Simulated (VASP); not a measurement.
Here is a VASP 6.6.1 calculation.

Contents of INCAR:

```
ALGO = Fast ; EDIFF = 1E-6
ENCUT = 520 ; GGA = PS
ISIF = 2 ; ISMEAR = 0
LASPH = T ; LCHARG = T
LELF = T ; LREAL = F
LVHAR = T ; LWAVE = F
NBANDS = 22 ; NELM = 80
PREC = Accurate ; SIGMA = 0.15
```

KPOINTS

```
k-points
0
Gamma
  12 12 12
```

POSCAR

```
Bi
1.0
    2.2389046832      1.2926322216      3.9540000000
   -2.2389046832      1.2926322216      3.9540000000
    0.0000000000     -2.5852644431      3.9540000000
Bi
2
Direct
    0.2338900000      0.2338900000      0.2338900000
    0.7661100000      0.7661100000      0.7661100000
```

Potentials or basis: VASP PAW PBE potentials, release 64 (Bi_d).

Run with:

```bash
$ cat potpaw_PBE.64/Bi_d/POTCAR > POTCAR
$ mpirun -np 1 vasp_std > vasp.out
```

Predict the band gap on the k mesh.

zero (band 15 reaches 6.47 eV, above the bottom of band 16 at 6.19 eV).

What does it give for the largest force?

0.254 eV/Å.

Estimate the pressure.

0.9 GPa.

Forces on the atoms (eV/Å):
```
Bi   0.000  0.000  0.254
Bi   0.000  0.000 -0.254
```

Caveat: the cell differs from its parent crystal (strain -0.015 along x and y, +0.000 along z); the PAW data sets were made with another functional, which shifts forces and pressure a little; spin-orbit coupling is left out, which moves the levels of the heavy elements.
